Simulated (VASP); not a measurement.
# PbSe (Pm-3m) in VASP: further runs

Runs on PbSe. Level: HSE06. Tasks: single point.

Program: VASP 6.6.1. These are calculated values, not measurements. Logs are shortened: lines on timing, memory, paths and dates and some standing lists are left out, and cuts for length are marked.

## (1) The cell of the first run

It takes space group Pm-3m (No. 221, cubic). The conventional cell has a = 3.707 Å, b = 3.707 Å, c = 3.707 Å, α = 90.00°, β = 90.00°, γ = 90.00°. Within 4.2 Å of Pb (site symmetry m-3m) lie 8 Se at 3.21 Å and 6 Pb at 3.71 Å. Se (site symmetry m-3m) has 8 Pb at 3.21 Å and 6 Se at 3.71 Å within 4.2 Å.

## (2) Single point, HSE06

POSCAR reads:

```
PbSe
1.0
    3.7070692621      0.0000000000      0.0000000000
    0.0000000000      3.7070692621      0.0000000000
    0.0000000000      0.0000000000      3.7070692621
Pb Se
1 1
Direct
    0.0000000000      0.0000000000      0.0000000000
    0.5000000000      0.5000000000      0.5000000000
```

INCAR.step1 reads:

```
  PREC = Accurate
  ENCUT = 520
  EDIFF = 1E-5
  ISMEAR = -1
  SIGMA = 0.05
  LREAL = False
  LASPH = True
  NELM = 100
  ALGO = Normal
  ISIF = 2
  LWAVE = True
  LCHARG = False
  NBANDS = 17
  GGA = PE
```

INCAR.step2 reads:

```
  PREC = Accurate
  ENCUT = 520
  EDIFF = 1E-6
  ISMEAR = -1
  SIGMA = 0.05
  LREAL = False
  LASPH = True
  NELM = 100
  ALGO = Normal
  ISIF = 2
  LWAVE = False
  LCHARG = False
  GGA = PE
  LHFCALC = True
  HFSCREEN = 0.2079
  PRECFOCK = Normal
  NBANDS = 17
  ISTART = 1
```

KPOINTS reads:

```
Automatic mesh
0
Gamma
  4 4 4
```

Potentials or basis: VASP PAW PBE potentials, release 64 (Pb_d, Se).

Command:

```sh
cat potpaw_PBE.64/Pb_d/POTCAR potpaw_PBE.64/Se/POTCAR > POTCAR
cp INCAR.step1 INCAR
mpirun -np 1 vasp_std > vasp.out
cp INCAR.step2 INCAR
mpirun -np 1 vasp_std > vasp.out
```

OUTCAR:

```text
PREC = Accurate
   ENCUT = 520
   EDIFF = 1E-6
   ISMEAR = -1
   LREAL = False
   LASPH = True
   NELM = 100
   ISIF = 2
   GGA = PE
   LHFCALC = True
   HFSCREEN = 0.2079
   PRECFOCK = Normal
   ISTART = 1

 ion  position               nearest neighbor table
   1  0.000  0.000  0.000-   2 3.21   2 3.21   2 3.21   2 3.21   2 3.21   2 3.21   2 3.21   2 3.21

   2  0.500  0.500  0.500-   1 3.21   1 3.21   1 3.21   1 3.21   1 3.21   1 3.21   1 3.21   1 3.21

  LATTYP: Found a simple cubic cell.
 ALAT       =     3.7070692621

  Lattice vectors:

 A1 = (   3.7070692621,   0.0000000000,   0.0000000000)
 A2 = (   0.0000000000,   3.7070692621,   0.0000000000)
 A3 = (   0.0000000000,   0.0000000000,   3.7070692621)

Analysis of symmetry for initial positions (statically):
=====================================================================
 Subroutine PRICEL returns:
 Original cell was already a primitive cell.

 Routine SETGRP: Setting up the symmetry group for a
 simple cubic supercell.

 Subroutine GETGRP returns: Found 48 space group operations
 (whereof 48 operations were pure point group operations)
 out of a pool of 48 trial point group operations.

The static configuration has the point symmetry O_h .

Analysis of symmetry for dynamics (positions and initial velocities):
=====================================================================
 Subroutine PRICEL returns:
 Original cell was already a primitive cell.

 Routine SETGRP: Setting up the symmetry group for a
 simple cubic supercell.

 Subroutine GETGRP returns: Found 48 space group operations
 (whereof 48 operations were pure point group operations)
 out of a pool of 48 trial point group operations.

The dynamic configuration has the point symmetry O_h .

 Subroutine INISYM returns: Found 48 space group operations
 (whereof 48 operations are pure point group operations),
 and found     1 'primitive' translations

----------------------------------------------------------------------------------------

                                     Primitive cell

  volume of cell :      50.9439

  direct lattice vectors                    reciprocal lattice vectors
     3.707069262  0.000000000  0.000000000     0.269754874  0.000000000  0.000000000
[... 73 lines left out ...]
   EDIFFG = 0.1E-04   stopping-criterion for IOM
   NSW    =      0    number of steps for IOM
   IBRION =     -1    ionic relax: 0-MD 1-quasi-New 2-CG
   NFREE  =      0    steps in history (QN), initial steepest desc. (CG)
   ISIF   =      2    stress and relaxation
   ISYM   =      3    0-nonsym 1-usesym 2-fastsym
   POTIM  = 0.5000    time-step for ionic-motion
   TEBEG  =    0.0;   TEEND  =   0.0 temperature during run
   PSTRESS=    0.0 pullay stress
   NELECT =      20.0000    total number of electrons
   NUPDOWN=      -1.0000    fix difference up-down
   EMIN   =  10.00;   EMAX   =-10.00  energy-range for DOS
   EFERMI =   0.00;   METHOD = LEGACY
   ISMEAR =    -1;   SIGMA  =   0.05  broadening in eV -4-tet -1-fermi 0-gaus
   EFERMI_NEDOS =   21; number of points for ismear=-14 and -15
   IALGO  =     38    algorithm
   IMIX   =      1    mixing-type and parameters
     AMIX     =   0.40;   BMIX     =  1.00
     AMIX_MAG =   1.60;   BMIX_MAG =  1.00
  volume/ion in A,a.u.               =      25.47       171.89
  Fermi-wavevector in a.u.,A,eV,Ry     =   1.198728  2.265268 19.550889  1.436950
  Thomas-Fermi vector in A             =   2.334610
   LORBIT       =      0    0 simple, 1 ext, 2 COOP (PROOUT), +10 PAW based schemes
   GGA     = PE    functional components
   LHFCALC =     T    Hartree Fock is set to
   PRECFOCK=normal    Normal, Fast or Accurate (Low or Medium for compatibility)
   ENCUT4O =  -1.0   cutoff for four orbital integrals eV
   NKREDX  =     1    reduce k-point grid by
   NKREDY  =     1    reduce k-point grid by
   NKREDZ  =     1    reduce k-point grid by
   AEXX    =    0.2500 exact exchange contribution
   HFSCREEN=    0.2079 screening length (either q_TF or 0.3 A-1)
   HFSCREENC=   0.2079 screening length for correlation (either q_TF or 0.3 A-1)
   ENCUTFOCK=  -1.0 apply spherical cutoff to Coloumb kernel
   IVDW    =     0    specifies the selected vdW correction
   LEPSILON=     F    determine dielectric tensor
   LRPA    =     F    only Hartree local field effects (RPA)
 non-spin polarized calculation
  energy-cutoff  :      520.00
  volume of cell :       50.94
 maximum number of plane-waves:      1406
 NGX is ok and might be reduce to    28
  NGX = 24; NGY = 24; NGZ = 24

 number of electron      19.9999999 magnetization

 Free energy of the ion-electron system (eV)
  ---------------------------------------------------
  ext. energy  EPLUGINS =         0.00000000
  ---------------------------------------------------
  free energy    TOTEN  =        -9.09374663 eV

  energy without entropy =       -9.08612666  energy(sigma->0) =       -9.08993665

 E-fermi :   5.6450     XC(G=0):  -8.4818

 val. band max:        5.6054704727   @ k =   0.5000   0.5000   0.0000
 cond. band min:       5.6707301605   @ k =   0.5000   0.0000   0.0000
 fundamental gap:      0.0652596878
 Fermi energy:         5.6449694747

 k-point     1 :       0.0000    0.0000    0.0000
  band No.  band energies     occupation
      1     -13.0961      2.00000
      2     -13.0961      2.00000
      3     -12.9188      2.00000
      4     -12.9188      2.00000
      5     -12.9188      2.00000
      6      -9.2988      2.00000
[... 177 lines left out ...]
      4     -12.8585      2.00000
      5     -12.8585      2.00000
      6      -6.7825      2.00000
[... 9 lines left out ...]
     16      21.3908      0.00000
     17      24.8120      0.00000

------------------------ aborting loop because EDIFF is reached ----------------------------------------

  FORCE on cell =-STRESS in cart. coord.  units (eV):
  Direction    XX          YY          ZZ          XY          YZ          ZX
  --------------------------------------------------------------------------------------
  -------------------------------------------------------------------------------------
  Total        0.6212765      0.6212765      0.6212765      0.0000000      0.0000000      0.0000000
  in kB       19.5390479     19.5390479     19.5390479      0.0000000      0.0000000      0.0000000
  external PRESSURE =      19.5390479 kB  Pullay stress =       0.0000000 kB

 VOLUME and BASIS-vectors are now :
 -----------------------------------------------------------------------------
  energy-cutoff  :      520.00
  volume of cell :       50.94
      direct lattice vectors                 reciprocal lattice vectors
     3.707069262  0.000000000  0.000000000     0.269754874  0.000000000  0.000000000
     0.000000000  3.707069262  0.000000000     0.000000000  0.269754874  0.000000000
     0.000000000  0.000000000  3.707069262     0.000000000  0.000000000  0.269754874

 POSITION                                       TOTAL-FORCE (eV/Angst)
 -----------------------------------------------------------------------------------
      0.00000      0.00000      0.00000         0.000000      0.000000      0.000000
      1.85353      1.85353      1.85353         0.000000      0.000000      0.000000
 -----------------------------------------------------------------------------------
    total drift:                               -0.000004     -0.000005     -0.000004

  FREE ENERGIE OF THE ION-ELECTRON SYSTEM (eV)
  ---------------------------------------------------
  free  energy   TOTEN  =        -9.0937466330 eV

  energy  without entropy=       -9.0861266592  energy(sigma->0) =       -9.08993665
```

OSZICAR.step1:

```text
N       E                     dE             d eps       ncg     rms          rms(c)
DAV:   1     0.156239924263E+03    0.15624E+03   -0.96208E+03   340   0.127E+03
DAV:   2     0.261008222386E+01   -0.15363E+03   -0.14866E+03   350   0.310E+02
DAV:   3    -0.776883066227E+01   -0.10379E+02   -0.10306E+02   434   0.868E+01
DAV:   4    -0.799276312544E+01   -0.22393E+00   -0.22377E+00   422   0.139E+01
DAV:   5    -0.799989585865E+01   -0.71327E-02   -0.71323E-02   468   0.243E+00    0.292E+00
DAV:   6    -0.759351667752E+01    0.40638E+00   -0.88750E-01   498   0.717E+00    0.157E+00
DAV:   7    -0.758308328083E+01    0.10433E-01   -0.11368E-01   422   0.170E+00    0.879E-01
DAV:   8    -0.758299578399E+01    0.87497E-04   -0.11070E-02   422   0.127E+00    0.145E-01
DAV:   9    -0.758271599074E+01    0.27979E-03   -0.19744E-03   478   0.481E-01    0.462E-02
DAV:  10    -0.758272397437E+01   -0.79836E-05   -0.16660E-04   414   0.820E-02    0.166E-02
DAV:  11    -0.758272746885E+01   -0.34945E-05   -0.33860E-05   425   0.634E-02
   1 F= -.75827275E+01 E0= -.75770584E+01  d E =-.113382E-01
```

Wall time 17 min (1 thread of Intel Xeon Platinum 8375C at 2.90GHz (Ice Lake), shared host); peak memory 0.28 GiB.

Results:

```
Free energy            : -9.0937 eV
Pressure               : 2.0 GPa
Band gap on the k mesh : zero (bands 10 and 11 overlap by 0.50 eV)
```

Caveat: the k points lie up to 0.42 Å⁻¹ apart; the PAW data sets were made with another functional, which shifts forces and pressure a little; spin-orbit coupling is left out, which moves the levels of the heavy elements.

## (3) Single point, HSE06

This run uses another cell than the first one, of 26.01 Å³/atom.

POSCAR reads:

```
PbSe
1.0
    3.7331762438      0.0000000000      0.0000000000
    0.0000000000      3.7331762438      0.0000000000
    0.0000000000      0.0000000000      3.7331762438
Pb Se
1 1
Direct
    0.0000000000      0.0000000000      0.0000000000
    0.5000000000      0.5000000000      0.5000000000
```

INCAR.step1 reads:

```
SYSTEM = PbSe
PREC     = Accurate       ! precision mode
ENCUT    = 520            ! plane-wave cutoff, eV
EDIFF    = 1E-5           ! SCF threshold, eV
ISMEAR   = -1             ! smearing method
SIGMA    = 0.05           ! smearing width, eV
LREAL    = .False.        ! projectors in reciprocal space
LASPH    = .True.         ! aspherical terms in the spheres
NELM     = 60             ! most SCF steps
ALGO     = Normal         ! electronic algorithm
ISIF     = 2              ! what is computed and relaxed
LWAVE    = .True.         ! write WAVECAR
LCHARG   = .False.        ! write CHGCAR
GGA      = PE             ! functional
NBANDS   = 17             ! bands
```

INCAR.step2 reads:

```
SYSTEM = PbSe
PREC     = Accurate       ! precision mode
ENCUT    = 520            ! plane-wave cutoff, eV
EDIFF    = 1E-7           ! SCF threshold, eV
ISMEAR   = -1             ! smearing method
SIGMA    = 0.05           ! smearing width, eV
LREAL    = .False.        ! projectors in reciprocal space
LASPH    = .True.         ! aspherical terms in the spheres
NELM     = 60             ! most SCF steps
ALGO     = Normal         ! electronic algorithm
ISIF     = 2              ! what is computed and relaxed
LWAVE    = .False.        ! write WAVECAR
LCHARG   = .False.        ! write CHGCAR
GGA      = PE             ! functional
LHFCALC  = .True.         ! exact exchange
HFSCREEN = 0.2079         ! screening, 1/A
PRECFOCK = Normal       
ISTART   = 1            
NBANDS   = 17             ! bands
```

KPOINTS reads:

```
regular mesh
0
Gamma
  4 4 4
  0 0 0
```

Potentials or basis: VASP PAW PBE potentials, release 64 (Pb_d, Se).

Command:

```sh
cat potpaw_PBE.64/Pb_d/POTCAR potpaw_PBE.64/Se/POTCAR > POTCAR
cp INCAR.step1 INCAR
mpirun -np 1 vasp_std > vasp.out
cp INCAR.step2 INCAR
mpirun -np 1 vasp_std > vasp.out
```

Wall time 15 min (1 thread of Intel Xeon Platinum 8375C at 2.90GHz (Ice Lake), shared host); peak memory 0.28 GiB.

Results (log left out):

| Quantity | Value |
| --- | --- |
| Free energy | -9.1039 eV |
| Pressure | 0.9 GPa |
| Band gap on the k mesh | zero (bands 10 and 11 overlap by 0.38 eV) |

Levels at points of the mesh, in eV from the Fermi level:
```csv
k point,band 6,band 7,band 8,band 9,band 10,band 11,band 12,band 13,band 14,band 15
"(0.00, 0.00, 0.00)",-14.77,-7.29,-1.76,-1.76,-1.76,5.77,5.77,7.35,7.35,7.35
"(0.50, 0.00, 0.00)",-13.48,-9.88,-0.33,-0.33,-0.04,0.66,4.17,4.17,7.23,9.34
"(0.50, 0.50, 0.00)",-12.66,-7.94,-5.02,-5.02,0.01,5.13,5.13,6.08,7.71,9.85
"(0.50, 0.50, 0.50)",-12.37,-6.65,-2.73,-2.73,-2.73,-0.37,-0.37,-0.37,15.53,15.53
```

Caveat: the k points lie up to 0.42 Å⁻¹ apart; the PAW data sets were made with another functional, which shifts forces and pressure a little; spin-orbit coupling is left out, which moves the levels of the heavy elements.

## (4) Single point, HSE06

This run uses another cell than the first one, of 26.56 Å³/atom.

POSCAR reads:

```
PbSe
1.0
    3.7589231005      0.0000000000      0.0000000000
    0.0000000000      3.7589231005      0.0000000000
    0.0000000000      0.0000000000      3.7589231005
Pb Se
1 1
Direct
    0.0000000000      0.0000000000      0.0000000000
    0.5000000000      0.5000000000      0.5000000000
```

INCAR.step1 reads:

```
  PREC = Accurate
  ENCUT = 520
  EDIFF = 1E-5
  ISMEAR = -1
  SIGMA = 0.05
  LREAL = F
  LASPH = T
  NELM = 80
  ALGO = Normal
  ISIF = 2
  LWAVE = T
  LCHARG = F
  GGA = PE
  NBANDS = 17
```

INCAR.step2 reads:

```
  PREC = Accurate
  ENCUT = 520
  EDIFF = 1E-6
  ISMEAR = -1
  SIGMA = 0.05
  LREAL = F
  LASPH = T
  NELM = 80
  ALGO = Normal
  ISIF = 2
  LWAVE = F
  LCHARG = F
  GGA = PE
  LHFCALC = T
  HFSCREEN = 0.2079
  PRECFOCK = Normal
  ISTART = 1
  NBANDS = 17
```

KPOINTS reads:

```
Automatic mesh
0
Gamma
  4 4 4
```

Potentials or basis: VASP PAW PBE potentials, release 64 (Pb_d, Se).

Command:

```sh
cat potpaw_PBE.64/Pb_d/POTCAR potpaw_PBE.64/Se/POTCAR > POTCAR
cp INCAR.step1 INCAR
mpirun -np 1 vasp_std > vasp.out
cp INCAR.step2 INCAR
mpirun -np 1 vasp_std > vasp.out
```

OUTCAR:

```text
PREC = Accurate
   ENCUT = 520
   EDIFF = 1E-6
   ISMEAR = -1
   LREAL = F
   LASPH = T
   NELM = 80
   ISIF = 2
   GGA = PE
   LHFCALC = T
   HFSCREEN = 0.2079
   PRECFOCK = Normal
   ISTART = 1

 ion  position               nearest neighbor table
   1  0.000  0.000  0.000-   2 3.26   2 3.26   2 3.26   2 3.26   2 3.26   2 3.26   2 3.26   2 3.26

   2  0.500  0.500  0.500-   1 3.26   1 3.26   1 3.26   1 3.26   1 3.26   1 3.26   1 3.26   1 3.26
[... 382 lines left out ...]
     17      23.9931      0.00000

------------------------ aborting loop because EDIFF is reached ----------------------------------------

  FORCE on cell =-STRESS in cart. coord.  units (eV):
  Direction    XX          YY          ZZ          XY          YZ          ZX
  --------------------------------------------------------------------------------------
  -------------------------------------------------------------------------------------
  Total       -0.0326982     -0.0326982     -0.0326982     -0.0000000     -0.0000000     -0.0000000
  in kB       -0.9863804     -0.9863804     -0.9863804     -0.0000000     -0.0000000     -0.0000000
  external PRESSURE =      -0.9863804 kB  Pullay stress =       0.0000000 kB

 VOLUME and BASIS-vectors are now :
 -----------------------------------------------------------------------------
  energy-cutoff  :      520.00
  volume of cell :       53.11
      direct lattice vectors                 reciprocal lattice vectors
     3.758923101  0.000000000  0.000000000     0.266033641  0.000000000  0.000000000
     0.000000000  3.758923101  0.000000000     0.000000000  0.266033641  0.000000000
     0.000000000  0.000000000  3.758923101     0.000000000  0.000000000  0.266033641

 POSITION                                       TOTAL-FORCE (eV/Angst)
 -----------------------------------------------------------------------------------
      0.00000      0.00000      0.00000         0.000000      0.000000      0.000000
      1.87946      1.87946      1.87946         0.000000      0.000000      0.000000
 -----------------------------------------------------------------------------------
    total drift:                                0.000002      0.000006     -0.000001

  FREE ENERGIE OF THE ION-ELECTRON SYSTEM (eV)
  ---------------------------------------------------
  free  energy   TOTEN  =        -9.1071773888 eV

  energy  without entropy=       -9.0984233883  energy(sigma->0) =       -9.10280039
```

OUTCAR.step1:

```text
PREC = Accurate
   ENCUT = 520
   EDIFF = 1E-5
   ISMEAR = -1
   LREAL = F
[... 406 lines left out ...]
      0.00000      0.00000      0.00000         0.000000      0.000000      0.000000
      1.87946      1.87946      1.87946         0.000000      0.000000      0.000000
 -----------------------------------------------------------------------------------
    total drift:                               -0.000000      0.000000     -0.000000

  FREE ENERGIE OF THE ION-ELECTRON SYSTEM (eV)
  ---------------------------------------------------
  free  energy   TOTEN  =        -7.6226065788 eV

  energy  without entropy=       -7.6112752288  energy(sigma->0) =       -7.61694090
```

Run time: 15 min. Hardware: 1 thread of Intel Xeon Platinum 8375C at 2.90GHz (Ice Lake), shared host; peak memory 0.28 GiB.

What came out:

- Free energy: -9.1072 eV
- Pressure: -0.1 GPa
- Band gap on the k mesh: zero (bands 10 and 11 overlap by 0.33 eV)

Caveat: the k points lie up to 0.42 Å⁻¹ apart; the PAW data sets were made with another functional, which shifts forces and pressure a little; spin-orbit coupling is left out, which moves the levels of the heavy elements.

## (5) Single point, HSE06

This run uses another cell than the first one, of 27.10 Å³/atom.

POSCAR reads:

```
PbSe
1.0
    3.7843220000      0.0000000000      0.0000000000
    0.0000000000      3.7843220000      0.0000000000
    0.0000000000      0.0000000000      3.7843220000
Pb Se
1 1
Direct
    0.0000000000      0.0000000000      0.0000000000
    0.5000000000      0.5000000000      0.5000000000
```

INCAR.step1 reads:

```
SYSTEM = PbSe
PREC = Accurate
ENCUT = 520
EDIFF = 1E-5
ISMEAR = -1
SIGMA = 0.05
LREAL = .False.
LASPH = .True.
NELM = 100
ALGO = Normal
ISIF = 2
LWAVE = .True.
LCHARG = .False.
NBANDS = 17
GGA = PE
```

INCAR.step2 reads:

```
SYSTEM = PbSe
PREC = Accurate
ENCUT = 520
EDIFF = 1E-6
ISMEAR = -1
SIGMA = 0.05
LREAL = .False.
LASPH = .True.
NELM = 100
ALGO = Normal
ISIF = 2
LWAVE = .False.
LCHARG = .False.
GGA = PE
LHFCALC = .True.
HFSCREEN = 0.2079
PRECFOCK = Normal
NBANDS = 17
ISTART = 1
```

KPOINTS reads:

```
Automatic mesh
0
Gamma
  4 4 4
  0 0 0
```

Command:

```sh
cat potpaw_PBE.64/Pb_d/POTCAR potpaw_PBE.64/Se/POTCAR > POTCAR
cp INCAR.step1 INCAR
mpirun -np 1 vasp_std > vasp.out
cp INCAR.step2 INCAR
mpirun -np 1 vasp_std > vasp.out
```

Wall time 15 min (1 thread of Intel Xeon Platinum 8375C at 2.90GHz (Ice Lake), shared host); peak memory 0.28 GiB.

It converged, with:

```
Free energy            : -9.1035 eV
Pressure               : -1.1 GPa
Band gap on the k mesh : zero (bands 10 and 11 overlap by 0.28 eV)
```

Levels at points of the mesh, in eV from the Fermi level:
| k point | band 8 | band 9 | band 10 | band 11 | band 12 | band 13 |
| --- | --- | --- | --- | --- | --- | --- |
| (0.00, 0.00, 0.00) | -1.64 | -1.64 | -1.64 | 5.82 | 5.82 | 7.05 |
| (0.50, 0.00, 0.00) | -0.30 | -0.30 | -0.17 | 0.63 | 4.11 | 4.11 |
| (0.50, 0.50, 0.00) | -4.75 | -4.75 | 0.04 | 4.97 | 4.97 | 5.88 |
| (0.50, 0.50, 0.50) | -2.57 | -2.57 | -2.57 | -0.23 | -0.23 | -0.23 |

Caveat: the k points lie up to 0.42 Å⁻¹ apart; the PAW data sets were made with another functional, which shifts forces and pressure a little; spin-orbit coupling is left out, which moves the levels of the heavy elements.

## (6) The runs side by side

| cell | gap on the mesh (eV) | pressure (GPa) |
| --- | --- | --- |
| a = 3.707 Å, 2 atoms | none | 2.0 |
| a = 3.733 Å, 2 atoms | none | 0.9 |
| a = 3.759 Å, 2 atoms | none | -0.1 |
| a = 3.784 Å, 2 atoms | none | -1.1 |

Alike in all rows: task single point; level HSE06; potentials or basis VASP PAW PBE potentials, release 64 (Pb_d, Se); no spin polarisation; k mesh 4 × 4 × 4; cutoff (eV) 520; smearing fermi-dirac 0.05 eV.

Caveats: all runs use coarse meshes; the PAW data sets were made with another functional, which shifts forces and pressure a little; spin-orbit coupling is left out, which moves the levels of the heavy elements.

Total energies depend on the potentials used, so only differences within one code and one set of settings carry meaning.
